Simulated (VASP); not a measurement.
**BaTiO3: single point with LDA**

Crystal: BaTiO3.

```xyz
5
Lattice="2.8649 1.6540 2.3482 -2.8649 1.6540 2.3482 0.0000 -3.3081 2.3482" Properties=species:S:1:pos:R:3 pbc="T T T"
Ba    0.0000    0.0000    0.0000
Ti    0.0000    0.0000    3.6210
O     0.0000   -1.6206    4.6136
O    -1.4035    0.8103    4.6136
O     1.4035    0.8103    4.6136
```

* Program: VASP 6.6.1
* Task: single point
* Functional: LDA
* Potentials or basis: VASP PAW LDA potentials, release 64 (Ba_sv, Ti_sv, O)
* Cutoff: 520 eV
* k mesh: 9 × 9 × 9
* Occupations: fermi-dirac, width 0.05 eV
* Spin: no spin polarisation

The pressure is -10.0 GPa and the largest force is 0.373 eV/Å. The band gap on the k mesh is 2.21 eV (least direct gap 2.58 eV).

Forces on the atoms (eV/Å):
```
Ba   0.000  0.000  0.112
Ti   0.000  0.000  0.373
O    0.000  0.145 -0.162
O    0.126 -0.073 -0.162
O   -0.126 -0.073 -0.162
```

Stress tensor (GPa, compression positive):
```
-10.04   0.00   0.00
  0.00 -10.04   0.00
  0.00   0.00  -9.88
```

Levels at points of the mesh, in eV from the valence-band top:
| k point | band 18 | band 19 | band 20 | band 21 | band 22 | band 23 |
| --- | --- | --- | --- | --- | --- | --- |
| (0.00, 0.00, 0.00) | -0.50 | -0.37 | -0.37 | 2.21 | 2.21 | 2.33 |

Wall time 78 s on 1 thread of Intel(R) Xeon(R) Platinum 8559C (Emerald Rapids), with other jobs on the host, peak memory 0.26 GiB.

Caveat: the cell stands under tension; spin-orbit coupling is left out, which moves the levels of the heavy elements. A k mesh can miss the band edges.
